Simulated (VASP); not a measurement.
Set up this calculation in VASP 6.6.1, as the native input.

- Task: single point
- Functional: LDA
- Potentials or basis: VASP PAW LDA potentials, release 64 (In_d, Bi_d)
- Cutoff: 520 eV
- k mesh: 5 × 5 × 4
- Occupations: gaussian, width 0.05 eV
- Spin: no spin polarisation
- Dipole correction: no
- Further INCAR settings: ALGO = Normal; EDIFF = 1e-07; NBANDS = 50

The structure of In2Bi lies in POSCAR:

```
In2Bi
1.0
    5.5657864499      0.0000000000      0.0000000000
   -2.7828932250      4.8201123447      0.0000000000
    0.0000000000      0.0000000000      6.6472321736
In Bi
4 2
Direct
    0.0000000000      0.0000000000      0.0000000000
    0.0000000000      0.0000000000      0.5000000000
    0.3333333333      0.6666666667      0.7500000000
    0.6666666667      0.3333333333      0.2500000000
    0.3333333333      0.6666666667      0.2500000000
    0.6666666667      0.3333333333      0.7500000000
```

These files were run (other wordings do the same):

INCAR

```
SYSTEM = In2Bi
PREC = Accurate
ENCUT = 520
EDIFF = 1E-7
ISMEAR = 0
SIGMA = 0.05
LREAL = .FALSE.
LASPH = .TRUE.
NELM = 80
ALGO = Normal
ISIF = 2
LWAVE = .FALSE.
LCHARG = .FALSE.
GGA = CA
NBANDS = 50
```

KPOINTS

```
Automatic mesh
0
G
  5 5 4
  0 0 0
```

Potentials or basis: VASP PAW LDA potentials, release 64 (In_d, Bi_d).

The run is started by

```sh
$ cat potpaw_LDA.64/In_d/POTCAR potpaw_LDA.64/Bi_d/POTCAR > POTCAR
$ mpirun -np 1 vasp_std > vasp.out
```

It gave:

```json
{
  "Pressure": "-4.0 GPa",
  "Band gap on the k mesh": "zero (band 41 reaches 7.56 eV, above the bottom of band 42 at 5.83 eV)"
}
```

Caveat: spin-orbit coupling is left out, which moves the levels of the heavy elements.

It took 4.2 min on 1 thread of Intel Xeon 6975P-C, with other jobs on the host, peak memory 0.29 GiB.
